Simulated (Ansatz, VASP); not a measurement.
# NbInS4: VASP beside Ansatz

```
Nb In S
1.0
     4.49671    0.00000    0.00000
    -2.24836    3.89427    0.00000
     0.00000    0.00000    6.25519
Nb In S
1 1 4
Direct
  0.00000 0.00000 0.00000
  0.00000 0.00000 0.50000
  0.33333 0.66667 0.19232
  0.66667 0.33333 0.19232
  0.66667 0.33333 0.80768
  0.33333 0.66667 0.80768
```

Alike in both runs: functional PBE; k mesh 6 × 6 × 4; occupations gaussian, width 0.1 eV; no spin polarisation.

Ansatz relaxed the structure, and its values are those at the end. VASP's run is a single point on that final structure, the one shown.

```csv
,VASP,Ansatz
version,VASP 6.6.1,Ansatz 0.2.0
potentials or method,"VASP PAW PBE potentials, release 64 (Nb_sv, In_d, S), cutoff 520 eV","scalar-relativistic, plane waves, PAW"
valence electrons in the cell,50,50
```

VASP gave:

| Quantity | Value |
| --- | --- |
| gap on the k mesh at the Fermi level (eV) | none |
| pressure (GPa) | -0.3 |
| rms of the force components (eV/Å) | 0.011 |

Problem. Which values does Ansatz return?

Solution. gap on the k mesh at the Fermi level (eV): none; pressure (GPa): -0.1; rms of the force components (eV/Å): 0.003.

A gap of «none» marks a metal or a gap that the smearing closes.
